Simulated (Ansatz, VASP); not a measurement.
Rh: VASP beside Ansatz

```
CELL_PARAMETERS angstrom
0.00000 1.89000 1.89000
1.89000 0.00000 1.89000
1.89000 1.89000 0.00000
ATOMIC_POSITIONS crystal
Rh 0.00000 0.00000 0.00000
```

Alike in both runs: task single point; functional PBEsol; k mesh 28 × 28 × 28; occupations gaussian, width 0.15 eV; no spin polarisation.

|  | VASP | Ansatz |
| --- | --- | --- |
| version | VASP 6.6.1 | Ansatz 0.2.0 |
| potentials or method | VASP PAW PBE potentials, release 64 (Rh_pv), cutoff 520 eV | scalar-relativistic, plane waves, PAW |
| valence electrons in the cell | 15 | 17 |

|  | VASP | Ansatz | Ansatz less VASP |
| --- | --- | --- | --- |
| gap on the k mesh at the Fermi level (eV) | none | none | - |
| pressure (GPa) | 0.0 | 0.1 | +0.09 |

VASP's potentials were made for PBE, not for PBEsol. A gap of «none» marks a metal or a gap that the smearing closes. With one functional, cell and mesh, what is left measures potentials, basis and numerics. VASP's potentials hold 15 valence electrons a cell and Ansatz's 17, so a difference there can come from the potentials and not from the codes.
